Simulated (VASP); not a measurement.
Input of a VASP 6.6.1 run:

Contents of INCAR:

```
ALGO = Normal ; EDIFF = 1E-6
ENCUT = 600 ; GGA = RE
GGA_COMPAT = F ; ISIF = 2
ISMEAR = 0 ; LASPH = T
LCHARG = T ; LELF = T
LREAL = F ; LVHAR = T
LWAVE = F ; NBANDS = 11
NELM = 120 ; PREC = Accurate
SIGMA = 0.05
```

The input KPOINTS:

```
k-points
0
Gamma
  8 8 8
```

POSCAR

```
BeTe
1.0
    0.0000000000      2.8899459223      2.8899459223
    2.8899459223      0.0000000000      2.8899459223
    2.8899459223      2.8899459223      0.0000000000
Be Te
1 1
Direct
    0.0000000000      0.0000000000      0.0000000000
    0.7500000000      0.7500000000      0.7500000000
```

Potentials or basis: VASP PAW PBE potentials, release 64 (Be, Te).

Launch:

```sh
$ cat potpaw_PBE.64/Be/POTCAR potpaw_PBE.64/Te/POTCAR > POTCAR
$ mpirun -np 1 vasp_std > vasp.out
```

(1) What does it give for the band gap on the k mesh?

(2) What does it give for the pressure?

Results:

(1) 2.23 eV, indirect (least direct gap 3.34 eV).

(2) -1.9 GPa.

Caveat: the PAW data sets were made with another functional, which shifts forces and pressure a little; spin-orbit coupling is left out, which moves the levels of the heavy elements.
